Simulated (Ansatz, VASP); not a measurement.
## Two plane-wave programs on LiCaF3

```
Ca F Li
1.0
     3.76124    0.00000    0.00000
     0.00000    3.76124    0.00000
     0.00000    0.00000    3.76124
Ca F Li
1 3 1
Cartesian
  0.0000 0.0000 0.0000
  1.8806 0.0000 1.8806
  1.8806 1.8806 0.0000
  0.0000 1.8806 1.8806
  1.8806 1.8806 1.8806
```

Alike in both runs: functional PBE; k mesh 7 × 7 × 7; occupations fermi-dirac, width 0.05 eV; no spin polarisation.

```csv
,VASP,Ansatz
version,VASP 6.6.1,Ansatz 0.2.0
potentials or method,"VASP PAW PBE potentials, release 64 (Ca_sv, F, Li_sv)",Ansatz PAW earlier set
plane-wave cutoff (eV),520,1300
valence electrons in the cell,34,34
task,single point,band structure
```

VASP gave:

* gap on the k mesh at the Fermi level (eV): 6.52
* least direct gap on the mesh (eV): 6.59

Task: Estimate Ansatz's values.

Result: gap on the k mesh at the Fermi level (eV): 6.53; least direct gap on the mesh (eV): 6.60.

With one functional, cell and mesh, what is left measures potentials, basis and numerics.

Noted on VASP's run: the cutoff is under 1.25 times that of the potentials, so the pressure is a little rough.
